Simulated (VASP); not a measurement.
Write the native input for VASP 6.6.1 that does the following.

- Task: relaxation of shape and atoms at fixed volume
- Functional: PBE
- Potentials or basis: VASP PAW PBE potentials, release 64 (Al)
- Cutoff: 600 eV
- k mesh: 22 × 22 × 12
- Occupations: gaussian, width 0.1 eV
- Spin: no spin polarisation
- Dipole correction: no
- Further INCAR settings: ALGO = Fast; EDIFF = 1e-07; IBRION = 2; EDIFFG = -0.01; NSW = 50; ISIF = 4

The structure of Al lies in POSCAR:

```
Al
1.0
    1.4110204407     -2.4439138606      0.0000000000
    1.4110204407      2.4439138606      0.0000000000
    0.0000000000      0.0000000000      4.6802201490
Al
2
Direct
    0.3333280162      0.6666719838      0.7500000000
    0.6666719838      0.3333280162      0.2500000000
```

This isn't the form of Al at room conditions, which is fcc.

One way to write it, as run:

INCAR

```
ALGO = Fast
EDIFF = 1E-7
EDIFFG = -0.01
ENCUT = 600
GGA = PE
IBRION = 2
ISIF = 4
ISMEAR = 0
LASPH = True
LCHARG = False
LREAL = False
LWAVE = False
NELM = 100
NSW = 50
PREC = Accurate
SIGMA = 0.1
```

KPOINTS

```
k-points
0
Gamma
  22 22 12
```

Potentials or basis: VASP PAW PBE potentials, release 64 (Al).

The run is started by

```sh
$ cat potpaw_PBE.64/Al/POTCAR > POTCAR
$ mpirun -np 1 vasp_std > vasp.out
```

It gave:

```yaml
Pressure_after_relaxing: 2.4 GPa
Band_gap_on_the_k_mesh: zero (bands 3 and 4 overlap by 7.34 eV)
```

Run time: 4.7 min on 1 thread of Intel Xeon 8259CL, with other jobs on the host, peak memory 0.35 GiB.
